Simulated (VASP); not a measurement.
# Lu (Fm-3m) in VASP: a series of runs

The runs below take Lu through relaxation of cell and atoms, with PBE.

All numbers are computed with VASP 6.6.1; they aren't measurements. Logs are shortened: lines on timing, memory, paths and dates and some standing lists are left out, and cuts for length are marked.

## (1) The cell of the first run

The structure is cubic, space group Fm-3m (No. 225). Conventional cell: a = 4.900 Å, b = 4.900 Å, c = 4.900 Å, α = 90.00°, β = 90.00°, γ = 90.00°. Within 4.6 Å of Lu (site symmetry m-3m) lie 12 Lu at 3.46 Å.

This isn't the form of Lu at room conditions, which is hcp.

## (2) Relaxation of cell and atoms, PBE

The input, INCAR:

```
PREC = Accurate ; ENCUT = 600
EDIFF = 1E-7 ; ISMEAR = -1
SIGMA = 0.05 ; LREAL = False
LASPH = True ; NELM = 120
ALGO = Normal ; ISIF = 3
LWAVE = False ; LCHARG = False
GGA = PE ; IBRION = 2
NSW = 80 ; EDIFFG = -0.03
GGA_COMPAT = False ; NELMIN = 4
```

The input, KPOINTS:

```
regular mesh
0
Gamma
  16 16 16
```

The input, POSCAR:

```
Lu
1.0
    0.0000000000      2.4500000000      2.4500000000
    2.4500000000      0.0000000000      2.4500000000
    2.4500000000      2.4500000000      0.0000000000
Lu
1
Direct
    0.0000000000      0.0000000000      0.0000000000
```

Potentials or basis: VASP PAW PBE potentials, release 64 (Lu).

Command:

```bash
$ cat potpaw_PBE.64/Lu/POTCAR > POTCAR
$ mpirun -np 1 vasp_std > vasp.out
```

OUTCAR:

```text
PREC = Accurate
   ENCUT = 600
   EDIFF = 1E-7
   ISMEAR = -1
   LREAL = False
   LASPH = True
   NELM = 120
   ISIF = 3
   GGA = PE
   IBRION = 2
   NSW = 80
   EDIFFG = -0.03
   NELMIN = 4

 ion  position               nearest neighbor table
   1  0.000  0.000  0.000-

  LATTYP: Found a face centered cubic cell.
 ALAT       =     4.9000000000

  Lattice vectors:

 A1 = (   0.0000000000,   2.4500000000,   2.4500000000)
 A2 = (   2.4500000000,   0.0000000000,   2.4500000000)
 A3 = (   2.4500000000,   2.4500000000,   0.0000000000)

Analysis of symmetry for initial positions (statically):
=====================================================================
 Subroutine PRICEL returns:
 Original cell was already a primitive cell.

 Routine SETGRP: Setting up the symmetry group for a
 face centered cubic supercell.

 Subroutine GETGRP returns: Found 48 space group operations
 (whereof 48 operations were pure point group operations)
 out of a pool of 48 trial point group operations.

The static configuration has the point symmetry O_h .

Analysis of symmetry for dynamics (positions and initial velocities):
=====================================================================
 Subroutine PRICEL returns:
 Original cell was already a primitive cell.

 Routine SETGRP: Setting up the symmetry group for a
 face centered cubic supercell.

 Subroutine GETGRP returns: Found 48 space group operations
 (whereof 48 operations were pure point group operations)
 out of a pool of 48 trial point group operations.

The dynamic configuration has the point symmetry O_h .

 Subroutine INISYM returns: Found 48 space group operations
 (whereof 48 operations are pure point group operations),
 and found     1 'primitive' translations

----------------------------------------------------------------------------------------

                                     Primitive cell

  volume of cell :      29.4123

  direct lattice vectors                    reciprocal lattice vectors
[... 139 lines left out ...]
  --------------------------------------------------------------------------------------
  -------------------------------------------------------------------------------------
  Total       -0.0872734     -0.0872734     -0.0872734      0.0000000      0.0000000     -0.0000000
  in kB       -4.7540539     -4.7540539     -4.7540539      0.0000000      0.0000000     -0.0000000
  external PRESSURE =      -4.7540539 kB  Pullay stress =       0.0000000 kB

 VOLUME and BASIS-vectors are now :
 -----------------------------------------------------------------------------
  energy-cutoff  :      600.00
  volume of cell :       29.41
      direct lattice vectors                 reciprocal lattice vectors
     0.000000000  2.450000000  2.450000000    -0.204081633  0.204081633  0.204081633
     2.450000000  0.000000000  2.450000000     0.204081633 -0.204081633  0.204081633
     2.450000000  2.450000000  0.000000000     0.204081633  0.204081633 -0.204081633

 POSITION                                       TOTAL-FORCE (eV/Angst)
 -----------------------------------------------------------------------------------
      0.00000      0.00000      0.00000         0.000000      0.000000      0.000000
 -----------------------------------------------------------------------------------
    total drift:                               -0.000000     -0.000000     -0.000000

  FREE ENERGIE OF THE ION-ELECTRON SYSTEM (eV)
  ---------------------------------------------------
  free  energy   TOTEN  =        -4.4848792287 eV

  energy  without entropy=       -4.4714735040  energy(sigma->0) =       -4.47817637

--------------------------------------- Ionic step        2  -------------------------------------------

 number of electron      25.0000004 magnetization

 Free energy of the ion-electron system (eV)
  ---------------------------------------------------
  ext. energy  EPLUGINS =         0.00000000
  ---------------------------------------------------
  free energy    TOTEN  =        -4.48539083 eV

  energy without entropy =       -4.47231854  energy(sigma->0) =       -4.47885468

 E-fermi :   2.2902     XC(G=0): -10.6760

 val. band max:        2.2899586876   @ k =  -0.4375   0.3750   0.1875
 cond. band min:       2.2903223393   @ k =  -0.3750   0.1875   0.0000
 fundamental gap:      0.0003636517
 Fermi energy:         2.2901544782

 k-point     1 :       0.0000    0.0000    0.0000
  band No.  band energies     occupation
      1     -53.9305      2.00000
      2     -24.3531      2.00000
      3     -24.3531      2.00000
      4     -24.3531      2.00000
      5      -3.7952      2.00000
      6      -2.7385      2.00000
[... 433 lines left out ...]
      3     -24.3672      2.00000
      4     -24.3566      2.00000
      5      -3.5075      2.00000
      6      -2.7328      2.00000
[... 8 lines left out ...]
     15       4.6832      0.00000
     16       6.6269      0.00000

 [... further k-points ...]

------------------------ aborting loop because EDIFF is reached ----------------------------------------

  FORCE on cell =-STRESS in cart. coord.  units (eV):
  Direction    XX          YY          ZZ          XY          YZ          ZX
  --------------------------------------------------------------------------------------
  -------------------------------------------------------------------------------------
  Total        0.0034959      0.0034959      0.0034959     -0.0000000      0.0000000     -0.0000000
  in kB        0.1928583      0.1928583      0.1928583     -0.0000000      0.0000000     -0.0000000
  external PRESSURE =       0.1928583 kB  Pullay stress =       0.0000000 kB

 VOLUME and BASIS-vectors are now :
 -----------------------------------------------------------------------------
  energy-cutoff  :      600.00
  volume of cell :       29.04
      direct lattice vectors                 reciprocal lattice vectors
     0.000000000  2.439684767  2.439684767    -0.204944510  0.204944510  0.204944510
     2.439684767  0.000000000  2.439684767     0.204944510 -0.204944510  0.204944510
     2.439684767  2.439684767 -0.000000000     0.204944510  0.204944510 -0.204944510

 POSITION                                       TOTAL-FORCE (eV/Angst)
 -----------------------------------------------------------------------------------
      0.00000      0.00000      0.00000         0.000000      0.000000      0.000000
 -----------------------------------------------------------------------------------
    total drift:                               -0.000000     -0.000000     -0.000000

  FREE ENERGIE OF THE ION-ELECTRON SYSTEM (eV)
  ---------------------------------------------------
  free  energy   TOTEN  =        -4.4853908267 eV

  energy  without entropy=       -4.4723185376  energy(sigma->0) =       -4.47885468

 reached required accuracy - stopping structural energy minimisation
```

OSZICAR:

```text
N       E                     dE             d eps       ncg     rms          rms(c)
DAV:   1     0.829602539993E+02    0.82960E+02   -0.11414E+04  5704   0.567E+03
DAV:   2    -0.645600510334E-01   -0.83025E+02   -0.82064E+02  5056   0.365E+02
DAV:   3    -0.440152002810E+01   -0.43370E+01   -0.43167E+01  5736   0.704E+01
[... 15 lines left out ...]
DAV:   4    -0.447970853989E+01   -0.38825E-02   -0.87055E-03  8080   0.788E-01    0.228E-01
DAV:   5    -0.448507761683E+01   -0.53691E-02   -0.10243E-02  8768   0.778E-01    0.586E-02
DAV:   6    -0.448531156928E+01   -0.23395E-03   -0.32120E-04  7296   0.165E-01    0.282E-02
DAV:   7    -0.448539003518E+01   -0.78466E-04   -0.19739E-04  8616   0.107E-01    0.545E-03
DAV:   8    -0.448539089611E+01   -0.86093E-06   -0.60737E-06  6512   0.238E-02    0.215E-03
DAV:   9    -0.448539082671E+01    0.69404E-07   -0.57916E-07  6416   0.839E-03
   2 F= -.44853908E+01 E0= -.44788547E+01  d E =-.511598E-03
```

CONTCAR:

```text
Lu
   1.00000000000000
     0.0000000000000000    2.4396847668295116    2.4396847668295116
     2.4396847668295116    0.0000000000000000    2.4396847668295116
     2.4396847668295116    2.4396847668295116   -0.0000000000000000
  Lu
     1
Direct
     0.0000000000000000    0.0000000000000000    0.0000000000000000

  0.00000000E+00  0.00000000E+00  0.00000000E+00
```

It took 60 s on 1 thread of Intel Xeon 6975P-C (Granite Rapids), shared host; peak memory 0.24 GiB.

Results:

- Free energy: -4.4854 eV
- Relaxed volume: 29.04 Å³/atom
- Relaxed cell: a = 3.450 Å, b = 3.450 Å, c = 3.450 Å, α = 60.00°, β = 60.00°, γ = 60.00°
- Space group after relaxing (to 0.1 Å): Fm-3m (No. 225)
- Energy gained by relaxing: 0.5 meV/atom
- Ionic steps: 2
- Pressure after relaxing: 0.0 GPa
- Band gap on the k mesh: zero (an odd number of electrons rules out a gap without spin polarisation)

Step by step:
```csv
step,energy change (eV),largest force (eV/Å),pressure (GPa),volume (Å³)
1,0.0000,0.0000,-0.48,29.41
2,-0.0005,0.0000,0.02,29.04
```

Final structure:
```xyz
1
Lattice="0.0000 2.4397 2.4397 2.4397 0.0000 2.4397 2.4397 2.4397 0.0000" Properties=species:S:1:pos:R:3 pbc="T T T"
Lu    0.0000    0.0000    0.0000
```

Caveat: spin-orbit coupling is left out, which moves the levels of the heavy elements.

## (3) Relaxation of cell and atoms, PBE, target pressure 20 GPa, at which the enthalpy is minimised

The input, INCAR:

```
SYSTEM = Lu
PREC     = Accurate       ! precision mode
ENCUT    = 600            ! plane-wave cutoff, eV
EDIFF    = 1E-7           ! SCF threshold, eV
ISMEAR   = -1             ! smearing method
SIGMA    = 0.05           ! smearing width, eV
LREAL    = .FALSE.        ! projectors in reciprocal space
LASPH    = .TRUE.         ! aspherical terms in the spheres
NELM     = 120            ! most SCF steps
ALGO     = Normal         ! electronic algorithm
ISIF     = 3              ! what is computed and relaxed
LWAVE    = .FALSE.        ! write WAVECAR
LCHARG   = .FALSE.        ! write CHGCAR
GGA      = PE             ! functional
IBRION   = 2              ! ionic algorithm
NSW      = 80             ! ionic steps
EDIFFG   = -0.03          ! ionic threshold
PSTRESS  = 200.0        
GGA_COMPAT= .FALSE.      
NELMIN   = 4
```

The input, KPOINTS:

```
regular mesh
0
G
  16 16 16
  0 0 0
```

POSCAR is that of step 2.

Potentials or basis: VASP PAW PBE potentials, release 64 (Lu).

Command:

```bash
$ cat potpaw_PBE.64/Lu/POTCAR > POTCAR
$ mpirun -np 1 vasp_std > vasp.out
```

It took 2.8 min on 1 thread of Intel Xeon 6975P-C (Granite Rapids), shared host; peak memory 0.25 GiB.

It converged, with:

| Property | Result |
| --- | --- |
| Free energy | -4.1171 eV |
| Relaxed volume | 21.82 Å³/atom |
| Relaxed cell | a = 3.137 Å, b = 3.137 Å, c = 3.137 Å, α = 60.00°, β = 60.00°, γ = 60.00° |
| Space group after relaxing (to 0.1 Å) | Fm-3m (No. 225) |
| Energy change on relaxing (the run minimises the enthalpy) | +367.8 meV/atom |
| Ionic steps | 5 |
| Pressure after relaxing | 20.2 GPa |
| Band gap on the k mesh | zero (an odd number of electrons rules out a gap without spin polarisation) |

Step by step:
| step | energy change (eV) | largest force (eV/Å) | pressure (GPa) | volume (Å³) |
| --- | --- | --- | --- | --- |
| 1 | 0.0000 | 0.0000 | -0.48 | 29.41 |
| 2 | 1.8275 | 0.0000 | 71.62 | 16.14 |
| 3 | 0.3129 | 0.0000 | 18.12 | 22.28 |
| 4 | 0.3510 | 0.0000 | 19.46 | 21.96 |
| 5 | 0.3678 | 0.0000 | 20.22 | 21.82 |

Final structure:
```yaml
crystal:
  lattice:
    - [0.00000, 2.21792, 2.21792]
    - [2.21792, 0.00000, 2.21792]
    - [2.21792, 2.21792, 0.00000]
  atoms:
    - { symbol: Lu, position: [0.00000, 0.00000, 0.00000] }
```

Levels at points of the mesh, in eV from the Fermi level:
```csv
k point,band 10,band 11,band 12,band 13,band 14,band 15
"(0.00, 0.00, 0.00)",-4.46,-4.46,-4.46,2.52,2.52,2.52
"(0.50, 0.00, 0.00)",-4.50,-4.46,-3.09,1.47,2.20,2.20
"(0.50, 0.50, 0.00)",-4.52,-4.51,-2.90,-1.56,3.63,8.37
```

Caveat: the cell is relaxed towards a set pressure, so the run minimises the enthalpy, not the energy; the volume moved by over 15 % at a fixed basis, so the end points are rough; spin-orbit coupling is left out, which moves the levels of the heavy elements.
